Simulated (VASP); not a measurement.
Runs of VASP 6.6.1 on ZnS. The structure is that of space group P6_3mc (No. 186), or close to it. The cells are those of the table. 

```tsv
cell	gap on the mesh (eV)	pressure (GPa)	largest force (eV/Å)
a = 3.461, b = 3.461, c = 6.817 Å, angles 90.0, 90.0, 120.0°, 4 atoms	1.20	12.7	1.22
a = 3.726, b = 3.726, c = 6.907 Å, angles 90.0, 90.0, 120.0°, 4 atoms	1.40	-3.5	(a)
a = 3.850, b = 3.850, c = 5.270 Å, angles 90.0, 90.0, 120.0°, 4 atoms	1.70	21.2	4.07
a = 4.040, b = 4.040, c = 5.875 Å, angles 90.0, 90.0, 120.0°, 4 atoms	1.81	(c)	0.95
a = 3.773, b = 3.773, c = 5.487 Å, angles 90.0, 90.0, 120.0°, 4 atoms	2.16	17.0	2.27
a = 3.679, b = 3.679, c = 6.820 Å, angles 90.0, 90.0, 120.0°, 4 atoms	1.51	(b)	0.34
a = 3.959, b = 3.959, c = 6.118 Å, angles 90.0, 90.0, 120.0°, 4 atoms	1.84	-4.5	0.36
a = 4.122, b = 4.122, c = 5.642 Å, angles 90.0, 90.0, 120.0°, 4 atoms	1.79	-0.6	1.86
```

Alike in all rows: task single point; level PBEsol; potentials or basis VASP PAW PBE potentials, release 64 (Zn, S); no spin polarisation; k mesh 9 × 9 × 6; cutoff (eV) 520; smearing gaussian 0.05 eV.

Question: Fill in the values left out.

Answer: (a) 0.18; (b) -1.1; (c) -3.0.

Caveats: the PAW data sets were made with another functional, which shifts forces and pressure a little.

A k mesh can miss the band edges.
